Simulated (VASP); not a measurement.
**PbO2: single point with LDA**

PbO2:

```
CELL_PARAMETERS angstrom
0.00000 2.73755 2.73755
2.73755 0.00000 2.73755
2.73755 2.73755 0.00000
ATOMIC_POSITIONS crystal
Pb 0.00000 0.00000 0.00000
O 0.75000 0.75000 0.75000
O 0.25000 0.25000 0.25000
```

```json
{
  "Program": "VASP 6.6.1",
  "Task": "single point",
  "Functional": "LDA",
  "Potentials or basis": "VASP PAW LDA potentials, release 64 (Pb_d, O)",
  "Cutoff": "520 eV",
  "k mesh": "9 × 9 × 9",
  "Occupations": "fermi-dirac, width 0.05 eV",
  "Spin": "no spin polarisation"
}
```

- Pressure: -14.0 GPa
- Band gap on the k mesh: zero (band 13 reaches 4.79 eV, above the bottom of band 14 at 3.69 eV)

Levels at points of the mesh, in eV from the Fermi level:
| k point | band 9 | band 10 | band 11 | band 12 | band 13 | band 14 | band 15 | band 16 | band 17 | band 18 |
| --- | --- | --- | --- | --- | --- | --- | --- | --- | --- | --- |
| (0.00, 0.00, 0.00) | -1.91 | -1.91 | -1.91 | -1.15 | -1.15 | -1.15 | 6.64 | 6.64 | 6.64 | 11.16 |

It took 16 s on 1 thread of Intel(R) Xeon(R) Platinum 8559C (Emerald Rapids), on a shared host, peak memory 0.16 GiB.

Caveat: spin-orbit coupling is left out, which moves the levels of the heavy elements.
